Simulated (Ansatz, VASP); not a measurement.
# Two plane-wave programs on BaTiO3

File POSCAR:

```
BaTiO3
1.0
    3.9952000578      0.0000000000      0.0000000000
    0.0000000000      2.8423626183      2.8479748861
    0.0000000000     -2.8423626183      2.8479748861
Ba Ti O
1 1 3
Direct
    0.0000000000      0.0011449412      0.0011449412
    0.5000000000      0.5103078409      0.5103078409
    0.5000000000      0.9848302895      0.4921820692
    0.5000000000      0.4921820692      0.9848302895
    0.0000000000      0.4914348592      0.4914348592
```

INCAR.step1

```
SYSTEM = BaTiO3
ALGO = Normal
EDIFF = 1E-4
ENCUT = 520
GGA = PE
ISMEAR = 0
LASPH = .True.
LCHARG = .False.
LDAU = .True.
LDAUJ = 0 0 0
LDAUL = -1 2 -1
LDAUTYPE = 2
LDAUU = 0 4 0
LMAXMIX = 4
LREAL = .False.
LWAVE = .True.
NBANDS = 28
NELM = 150
PREC = Accurate
SIGMA = 0.02
```

File INCAR.step2:

```
SYSTEM = BaTiO3
ALGO = Normal
EDIFF = 1E-6
ENCUT = 520
ISIF = 2
ISMEAR = 0
ISTART = 1
LASPH = .True.
LCHARG = .True.
LDAU = .True.
LDAUJ = 0 0 0
LDAUL = -1 2 -1
LDAUPRINT = 1
LDAUTYPE = 2
LDAUU = 0 4 0
LELF = .True.
LMAXMIX = 4
LMIXTAU = .True.
LREAL = .False.
LVHAR = .True.
LWAVE = .False.
METAGGA = R2SCAN
NBANDS = 28
NELM = 150
PREC = Accurate
SIGMA = 0.02
```

KPOINTS

```
k-points
0
Gamma
  6 6 6
  0 0 0
```

Input for Ansatz:

```yaml
crystal:
  lattice:
    - [3.9952000578, 0.0, 0.0]
    - [0.0, 2.8423626183, 2.8479748861]
    - [0.0, -2.8423626183, 2.8479748861]
  atoms:
    - { symbol: Ba, position: [0.0, 0.0011449412, 0.0011449412] }
    - { symbol: Ti, position: [0.5, 0.5103078409, 0.5103078409] }
    - { symbol: O, position: [0.5, 0.9848302895, 0.4921820692] }
    - { symbol: O, position: [0.5, 0.4921820692, 0.9848302895] }
    - { symbol: O, position: [0.0, 0.4914348592, 0.4914348592] }
basis:
  ecutwfc: 500
kpoints:
  mp_grid: { grid: [6, 6, 6] }
  band_path: { path: [VBM, CBM], npoints: 2 }
hamiltonian:
  xc: r2scan
  hubbard: { sites: [{ species: Ti, l: d, u_eff: 4.0 }] }
scf:
  occupations: { method: gaussian, width: 0.02 }
output:
  forces: true
  stress: true
  eigenvalues: true
checkpoint:
  read: start.run
  write: ck
  compress: false
  write_wavefunctions: false
  write_every: 100000
```

Alike in both runs: task single point; functional r2SCAN; k mesh 6 × 6 × 6; occupations gaussian, width 0.02 eV; no spin polarisation; Hubbard terms Ti d U = 4.0 eV.

```csv
,VASP,Ansatz
version,VASP 6.6.1,Ansatz 0.2.0
potentials or method,"VASP PAW PBE potentials, release 64 (Ba_sv, Ti_sv, O), cutoff 520 eV","scalar-relativistic, plane waves, PAW"
valence electrons in the cell,40,40
```

```tsv
	VASP	Ansatz	Ansatz less VASP
gap on the k mesh at the Fermi level (eV)	2.83	2.82	-0.004
least direct gap on the mesh (eV)	3.15	3.11	-0.034
pressure (GPa)	3.8	0.0	-3.85
traceless stress, the component that is largest in VASP (GPa)	0.20	0.01	-0.194
rms of the force components (eV/Å)	0.193	0.000	-0.1926
```

VASP's potentials were made for PBE, not for r2SCAN. The programs project onto different local orbitals, so the same U acts differently, and such runs can settle in different states. Atom by atom the forces differ by 0.193 eV/Å (rms over components).

Neither program's run includes spin-orbit coupling.
